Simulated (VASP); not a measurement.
Crystal: CdS.

```
CELL_PARAMETERS angstrom
0.00000 2.94295 2.94295
2.94295 0.00000 2.94295
2.94295 2.94295 0.00000
ATOMIC_POSITIONS crystal
Cd 0.00000 0.00000 0.00000
S 0.25000 0.25000 0.25000
```

Program: VASP 6.6.1. Alike in all runs: task single point; no spin polarisation; cell as given.

Problem. Order these runs on this cell by their band gap on the k mesh, lowest first.
A. level LDA; potentials or basis VASP PAW LDA potentials, release 64 (Cd, S); k mesh 2 × 2 × 2; cutoff (eV) 500; smearing gaussian 0.1 eV
B. level PBE+U; potentials or basis VASP PAW PBE potentials, release 64 (Cd, S); U Cd d U = 0.75 eV; k mesh 1 × 1 × 1, shifted; cutoff (eV) 500; smearing gaussian 0.01 eV
C. level PBE; potentials or basis VASP PAW PBE potentials, release 64 (Cd, S); k mesh 1 × 1 × 1; cutoff (eV) 500; smearing methfessel-paxton 0.272114 eV
D. level PBEsol; potentials or basis VASP PAW PBE potentials, release 64 (Cd, S); k mesh 2 × 2 × 2; cutoff (eV) 500; smearing gaussian 0.01 eV
E. level PBE; potentials or basis VASP PAW PBE potentials, release 64 (Cd, S); k mesh 4 × 4 × 4; cutoff (eV) 520; smearing gaussian 0.1 eV

Solution. C (0.22 eV), A (0.61 eV), D (0.78 eV), E (1.08 eV), B (3.54 eV).

Caveats: all runs use coarse meshes.

A k mesh can miss the band edges, odd and even meshes differently.
